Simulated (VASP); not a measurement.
Input of a VASP 6.6.1 run:

INCAR

```
PREC     = Accurate       # precision mode
ENCUT    = 520            # plane-wave cutoff, eV
EDIFF    = 1E-7           # SCF threshold, eV
ISMEAR   = -1             # smearing method
SIGMA    = 0.03           # smearing width, eV
LREAL    = F              # projectors in reciprocal space
LASPH    = T              # aspherical terms in the spheres
NELM     = 60             # most SCF steps
ALGO     = Normal         # electronic algorithm
ISIF     = 2              # what is computed and relaxed
LWAVE    = F              # write WAVECAR
LCHARG   = F              # write CHGCAR
GGA      = CA             # functional
NBANDS   = 16             # bands
```

File KPOINTS:

```
regular mesh
0
Gamma
  10 10 10
```

POSCAR

```
InSb
1.0
    0.0000000000      3.2173604188      3.2173604188
    3.2173604188      0.0000000000      3.2173604188
    3.2173604188      3.2173604188      0.0000000000
In Sb
1 1
Direct
    0.0000000000      0.0000000000      0.0000000000
    0.7500000000      0.7500000000      0.7500000000
```

Potentials or basis: VASP PAW LDA potentials, release 64 (In_d, Sb).

Run with:

```sh
$ cat potpaw_LDA.64/In_d/POTCAR potpaw_LDA.64/Sb/POTCAR > POTCAR
$ mpirun -np 1 vasp_std > vasp.out
```

(1) Predict the pressure.

(2) What does it give for the band gap on the k mesh?

## Answers

(1) 0.4 GPa.

(2) zero (filled and empty bands touch).

Caveat: spin-orbit coupling is left out, which moves the levels of the heavy elements.
